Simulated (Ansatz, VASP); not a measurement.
# One calculation of CdGa2O3, two programs

```
CELL_PARAMETERS angstrom
2.59223 1.49662 3.86542
-2.59223 1.49662 3.86542
0.00000 -2.99325 3.86542
ATOMIC_POSITIONS crystal
Cd 0.00000 0.00000 0.00000
Ga 0.62707 0.62707 0.62707
Ga 0.37293 0.37293 0.37293
O 0.00000 0.50000 0.00000
O 0.50000 0.00000 0.00000
O 0.00000 0.00000 0.50000
```

Change from the starting cell: species swapped into the Sc2AlCo3 type (R-3m, No. 166).

Alike in both runs: task single point; functional PBE; k mesh 6 × 6 × 6; occupations gaussian, width 0.1 eV; collinear spin.

|  | VASP | Ansatz |
| --- | --- | --- |
| version | VASP 6.6.1 | Ansatz 0.2.0 |
| potentials or method | VASP PAW PBE potentials, release 64 (Cd, Ga_d, O), cutoff 520 eV | scalar-relativistic, plane waves, PAW |
| valence electrons in the cell | 56 | 64 |

```csv
,VASP,Ansatz,Ansatz less VASP
gap on the k mesh at the Fermi level (eV),none,none,-
pressure (GPa),-4.5,-4.8,-0.26
"traceless stress, the component that is largest in VASP (GPa)",-15.14,-15.33,-0.186
rms of the force components (eV/Å),0.043,0.044,+0.0010
net moment per atom (μB),0.33,0.33,0.000
size of the moment on the site where the two differ most (μB),0.62,0.71,+0.091
```

Site moments also hang on the region over which each program counts them. Atom by atom the forces differ by 0.001 eV/Å (rms over components). A gap of «none» marks a metal or a gap that the smearing closes. VASP's potentials hold 56 valence electrons a cell and Ansatz's 64, so a difference there can come from the potentials and not from the codes.
